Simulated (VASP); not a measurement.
Write the native input for VASP 6.6.1 that does the following.

```
Task                   : single point
Functional             : PBE
Potentials or basis    : VASP PAW PBE potentials, release 64 (Ba_sv, Be)
Cutoff                 : 520 eV
k mesh                 : 8 × 8 × 8
Occupations            : gaussian, width 0.1 eV
Spin                   : no spin polarisation
Dipole correction      : no
Further INCAR settings : ALGO = Fast; EDIFF = 1e-07; NBANDS = 24
```

The structure of Ba3Be lies in POSCAR:

```
Ba3Be
1.0
    5.5475752474      0.0000000000      0.0000000000
    0.0000000000      5.5475752474      0.0000000000
    0.0000000000      0.0000000000      5.5475752474
Ba Be
3 1
Direct
    0.0000000000      0.5000000000      0.5000000000
    0.5000000000      0.0000000000      0.5000000000
    0.5000000000      0.5000000000      0.0000000000
    0.0000000000      0.0000000000      0.0000000000
```

One way to write it, as run:

INCAR

```
SYSTEM = Ba3Be
  PREC = Accurate
  ENCUT = 520
  EDIFF = 1E-7
  ISMEAR = 0
  SIGMA = 0.1
  LREAL = .False.
  LASPH = .True.
  NELM = 60
  ALGO = Fast
  ISIF = 2
  LWAVE = .False.
  LCHARG = .False.
  GGA = PE
  NBANDS = 24
```

KPOINTS

```
Automatic mesh
0
Gamma
  8 8 8
  0 0 0
```

Potentials or basis: VASP PAW PBE potentials, release 64 (Ba_sv, Be).

Command:

```console
$ cat potpaw_PBE.64/Ba_sv/POTCAR potpaw_PBE.64/Be/POTCAR > POTCAR
$ mpirun -np 1 vasp_std > vasp.out
```

Results of the run:

```
Pressure               : 0.2 GPa
Band gap on the k mesh : zero (band 16 reaches 2.37 eV, above the bottom of band 17 at 2.14 eV)
```

Caveat: spin-orbit coupling is left out, which moves the levels of the heavy elements.

Wall time 4.1 min on 1 thread of AMD EPYC 7R13, on a shared host, peak memory 0.3 GiB.
